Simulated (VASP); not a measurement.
Set up this calculation in VASP 6.6.1, as the native input.

```
Task                   : single point
Functional             : PBEsol
Potentials or basis    : VASP PAW PBE potentials, release 64 (Re)
Cutoff                 : 520 eV
k mesh                 : 21 × 21 × 12
Occupations            : gaussian, width 0.15 eV
Spin                   : no spin polarisation
Dipole correction      : no
Further INCAR settings : ALGO = Normal; EDIFF = 1e-07; NBANDS = 14
```

The structure of Re lies in POSCAR:

```
Re
1.0
    2.6788623912      0.0000000000      0.0000000000
   -1.3394311956      2.3199628840      0.0000000000
    0.0000000000      0.0000000000      4.7670532633
Re
2
Direct
    0.3333333333      0.6666666667      0.2500000000
    0.6666666667      0.3333333333      0.7500000000
```

This cell differs from its parent crystal: ratio of the length along z to the lengths across it x 1.1, volume and fractional coordinates fixed.

These files were run (other wordings do the same):

INCAR

```
PREC     = Accurate       # precision mode
ENCUT    = 520            # plane-wave cutoff, eV
EDIFF    = 1E-7           # SCF threshold, eV
ISMEAR   = 0              # smearing method
SIGMA    = 0.15           # smearing width, eV
LREAL    = F              # projectors in reciprocal space
LASPH    = T              # aspherical terms in the spheres
NELM     = 80             # most SCF steps
ALGO     = Normal         # electronic algorithm
ISIF     = 2              # what is computed and relaxed
LWAVE    = F              # write WAVECAR
LCHARG   = T              # write CHGCAR
GGA      = PS             # functional
LELF     = T              # ELF
LVHAR    = T            
NBANDS   = 14             # bands
```

KPOINTS

```
regular mesh
0
Gamma
  21 21 12
```

Potentials or basis: VASP PAW PBE potentials, release 64 (Re).

Run with:

```bash
$ cat potpaw_PBE.64/Re/POTCAR > POTCAR
$ mpirun -np 1 vasp_std > vasp.out
```

Results of the run:

The pressure is -3.0 GPa. The band gap on the k mesh is zero (band 7 reaches 9.30 eV, above the bottom of band 8 at 6.26 eV).

Caveat: the PAW data sets were made with another functional, which shifts forces and pressure a little; spin-orbit coupling is left out, which moves the levels of the heavy elements.

Wall time 2.5 min on 1 thread of Oxide Virtual Turin-like Processor, on a shared host, peak memory 0.21 GiB.
